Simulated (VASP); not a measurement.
Here is a VASP 6.6.1 calculation.

INCAR

```
ALGO = Normal ; EDIFF = 1E-7
EDIFFG = -0.01 ; ENCUT = 600
GGA = PE ; IBRION = 2
ISIF = 3 ; ISMEAR = 0
LASPH = True ; LCHARG = False
LREAL = False ; LWAVE = False
NELM = 80 ; NSW = 100
PREC = Accurate ; SIGMA = 0.1
```

File KPOINTS:

```
k-points
0
Gamma
  20 20 20
```

File POSCAR:

```
As
1.0
    2.7472368856      0.0000000000      0.0000000000
    0.0000000000      2.7472368856      0.0000000000
    0.0000000000      0.0000000000      2.7472368856
As
1
Direct
    0.0000000000      0.0000000000      0.0000000000
```

Potentials or basis: VASP PAW PBE potentials, release 64 (As).

Launch:

```bash
$ cat potpaw_PBE.64/As/POTCAR > POTCAR
$ mpirun -np 1 vasp_std > vasp.out
```

Q: Estimate the space group after relaxing (to 0.1 Å).

A: Pm-3m (No. 221).

Q: Estimate the band gap on the k mesh.

A: Zero (an odd number of electrons rules out a gap without spin polarisation).

Q: Predict the relaxed volume.

A: 20.39 Å³/atom.

Final structure:
```xyz
1
Lattice="2.7321 0.0000 0.0000 0.0000 2.7321 0.0000 0.0000 0.0000 2.7321" Properties=species:S:1:pos:R:3 pbc="T T T"
As    0.0000    0.0000    0.0000
```
